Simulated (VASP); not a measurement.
Crystal: BP.

```
B P
1.0
     0.00000    2.27000    2.27000
     2.27000    0.00000    2.27000
     2.27000    2.27000    0.00000
B P
1 1
Direct
  0.00000 0.00000 0.00000
  0.25000 0.25000 0.25000
```

```yaml
Program: VASP 6.6.1
Task: relaxation of cell and atoms
Functional: LDA
Potentials_or_basis: VASP PAW LDA potentials, release 64 (B, P)
Cutoff: 500 eV
k_mesh: 8 × 8 × 8
Occupations: fermi-dirac, width 0.02 eV
Spin: no spin polarisation
```

At the start: pressure -5.5 GPa; volume 11.70 Å³/atom.

Where does the relaxation end?

Over 3 steps the energy falls by 6.8 meV/atom and the volume is 11.31 Å³/atom (-3.3 %); space group F-43m (No. 216, to 0.1 Å) before and after.

The path:
```csv
step,energy change (eV),largest force (eV/Å),pressure (GPa),volume (Å³)
1,0.0000,0.0000,-5.50,23.39
2,-0.0055,0.0000,4.65,22.06
3,-0.0136,0.0000,-0.02,22.63
```

Final structure:
```cif
data_structure
_symmetry_space_group_name_H-M 'P 1'
_symmetry_Int_Tables_number 1
_cell_length_a 3.1748
_cell_length_b 3.1748
_cell_length_c 3.1748
_cell_angle_alpha 60.000
_cell_angle_beta 60.000
_cell_angle_gamma 60.000
_cell_volume 22.63
loop_
_atom_site_label
_atom_site_type_symbol
_atom_site_fract_x
_atom_site_fract_y
_atom_site_fract_z
_atom_site_occupancy
B1 B 0.00000 0.00000 0.00000 1
P1 P 0.25000 0.25000 0.25000 1
```
